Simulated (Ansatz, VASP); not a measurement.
## KTaO3: VASP beside Ansatz

The input POSCAR:

```
KTaO3
1.0
    3.9883000000      0.0000000000      0.0000000000
    0.0000000000      3.9883000000      0.0000000000
    0.0000000000      0.0000000000      3.9883000000
Ta K O
1 1 3
Direct
    0.0000000000      0.0000000000      0.0000000000
    0.5000000000      0.5000000000      0.5000000000
    0.0000000000      0.0000000000      0.5000000000
    0.0000000000      0.5000000000      0.0000000000
    0.5000000000      0.0000000000      0.0000000000
```

INCAR.step1

```
SYSTEM = KTaO3
PREC     = Accurate       ! precision mode
ENCUT    = 600            ! plane-wave cutoff, eV
ISMEAR   = -1             ! smearing method
SIGMA    = 0.05           ! smearing width, eV
LREAL    = .False.        ! projectors in reciprocal space
LASPH    = .True.         ! aspherical terms in the spheres
NELM     = 150            ! most SCF steps
LMAXMIX  = 4              ! l up to which the mixer works
LDAU     = .True.         ! DFT+U
LDAUTYPE = 2            
LDAUL    = 2 -1 -1        ! shell
LDAUU    = 1 0 0          ! U, eV
LDAUJ    = 0 0 0        
GGA      = PE             ! functional
ALGO     = Normal         ! electronic algorithm
EDIFF    = 1E-4           ! SCF threshold, eV
LWAVE    = .True.         ! write WAVECAR
LCHARG   = .False.        ! write CHGCAR
```

INCAR.step2

```
SYSTEM = KTaO3
PREC     = Accurate       ! precision mode
ENCUT    = 600            ! plane-wave cutoff, eV
EDIFF    = 1E-6           ! SCF threshold, eV
ISMEAR   = -1             ! smearing method
SIGMA    = 0.05           ! smearing width, eV
LREAL    = .False.        ! projectors in reciprocal space
LASPH    = .True.         ! aspherical terms in the spheres
NELM     = 150            ! most SCF steps
ALGO     = Normal         ! electronic algorithm
ISIF     = 3              ! what is computed and relaxed
LWAVE    = .False.        ! write WAVECAR
LCHARG   = .False.        ! write CHGCAR
LMAXMIX  = 4              ! l up to which the mixer works
LDAU     = .True.         ! DFT+U
LDAUTYPE = 2            
LDAUL    = 2 -1 -1        ! shell
LDAUU    = 1 0 0          ! U, eV
LDAUJ    = 0 0 0        
LDAUPRINT= 1            
METAGGA  = R2SCAN         ! meta-GGA
LMIXTAU  = .True.       
IBRION   = 2              ! ionic algorithm
NSW      = 60             ! ionic steps
EDIFFG   = -0.01          ! ionic threshold
ISTART   = 1
```

Contents of KPOINTS:

```
Automatic mesh
0
Gamma
  7 7 7
  0 0 0
```

File input.yaml:

```yaml
crystal:
  lattice:
    - [3.9883, 0.0, 0.0]
    - [0.0, 3.9883, 0.0]
    - [0.0, 0.0, 3.9883]
  atoms:
    - { symbol: Ta, position: [0.0, 0.0, 0.0] }
    - { symbol: K, position: [0.5, 0.5, 0.5] }
    - { symbol: O, position: [0.0, 0.0, 0.5] }
    - { symbol: O, position: [0.0, 0.5, 0.0] }
    - { symbol: O, position: [0.5, 0.0, 0.0] }
hamiltonian:
  xc: r2scan
  pseudopotentials: { kind: paw }
  hubbard: { sites: [{ species: Ta, l: d, u_eff: 1.0 }] }
kpoints:
  mp_grid: { grid: [7, 7, 7] }
scf:
  occupations: { method: fermi_dirac, width: 0.05 }
output:
  forces: true
  stress: true
  eigenvalues: true
relax:
  f_tol: 0.01
  max_steps: 40
  cell: { stress_tol: 0.05 }
```

Alike in both runs: task relaxation of cell and atoms; functional r2SCAN; k mesh 7 × 7 × 7; occupations fermi-dirac, width 0.05 eV; no spin polarisation; Hubbard terms Ta d U = 1.0 eV.

```csv
,VASP,Ansatz
version,VASP 6.6.1,Ansatz 0.2.0
potentials or method,"VASP PAW PBE potentials, release 64 (Ta_pv, K_sv, O)",Ansatz PAW
plane-wave cutoff (eV),600,500
valence electrons in the cell,38,40
```

|  | VASP | Ansatz | Ansatz less VASP |
| --- | --- | --- | --- |
| gap on the k mesh at the Fermi level, each at its own relaxed structure (eV) | 2.78 | 2.81 | +0.033 |
| relaxed volume (Å³/atom) | 12.81 | 12.72 | -0.087 |
| relaxed length of the cell vector where the two differ most in proportion (Å) | 4.001 | 3.992 | -0.0091 |

VASP's potentials were made for PBE, not for r2SCAN. The programs project onto different local orbitals, so the same U acts differently, and such runs can settle in different states. VASP's potentials hold 38 valence electrons a cell and Ansatz's 40, so a difference there can come from the potentials and not from the codes.

Spin-orbit coupling is off throughout. Noted on Ansatz's run: odd divisions of the mesh miss points on the zone boundary, where band edges often lie, so the gap on the mesh can be too wide; the plane-wave basis is chosen anew once the cell has moved, so the energies of steps on either side of that aren't comparable.
